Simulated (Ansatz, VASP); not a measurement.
# Two plane-wave programs on Lu

```
CELL_PARAMETERS angstrom
3.50482 0.00000 0.00000
-1.75241 3.03526 0.00000
0.00000 0.00000 5.46968
ATOMIC_POSITIONS crystal
Lu 0.33333 0.66667 0.25000
Lu 0.66667 0.33333 0.75000
```

Alike in both runs: task single point; functional r2SCAN; k mesh 10 × 10 × 6; occupations fermi-dirac, width 0.01 eV; no spin polarisation.

|  | VASP | Ansatz |
| --- | --- | --- |
| version | VASP 6.6.1 | Ansatz 0.2.0 |
| potentials or method | VASP PAW PBE potentials, release 64 (Lu), cutoff 520 eV | plane waves (500 eV) with PAW, scalar-relativistic |
| valence electrons in the cell | 50 | 50 |

|  | VASP | Ansatz | Ansatz less VASP |
| --- | --- | --- | --- |
| pressure (GPa) | 0.0 | -0.4 | -0.31 |
| traceless stress, the component that is largest in VASP (GPa) | -0.40 | -0.42 | -0.023 |

VASP's potentials were made for PBE, not for r2SCAN.

Neither program's run includes spin-orbit coupling.
